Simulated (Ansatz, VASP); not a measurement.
**WS2: VASP beside Ansatz**

```
W S
1.0
     3.08927    0.00000    0.00000
    -1.54464    2.67539    0.00000
     0.00000    0.00000   12.46677
W S
2 4
Cartesian
  0.0000 1.7836 3.1167
  1.5446 0.8918 9.3501
  0.0000 1.7836 8.0565
  1.5446 0.8918 1.8231
  0.0000 1.7836 10.6436
  1.5446 0.8918 4.4103
```

Alike in both runs: task single point; functional PBEsol; k mesh 12 × 12 × 2; occupations gaussian, width 0.05 eV; no spin polarisation.

```csv
,VASP,Ansatz
version,VASP 6.6.1,Ansatz 0.2.0
potentials or method,"VASP PAW PBE potentials, release 64 (W_sv, S), cutoff 520 eV","scalar-relativistic, plane waves, PAW"
valence electrons in the cell,52,52
```

Ansatz gave:

* gap on the k mesh at the Fermi level (eV): none
* rms of the force components (eV/Å): 4.125

Q: Estimate VASP's values.

A: gap on the k mesh at the Fermi level (eV): none; rms of the force components (eV/Å): 4.130.

VASP's potentials were made for PBE, not for PBEsol, and Ansatz warns of the same on its side. Atom by atom the forces differ by 0.006 eV/Å (rms over components). A gap of «none» marks a metal or a gap that the smearing closes.

Spin-orbit coupling is off throughout.
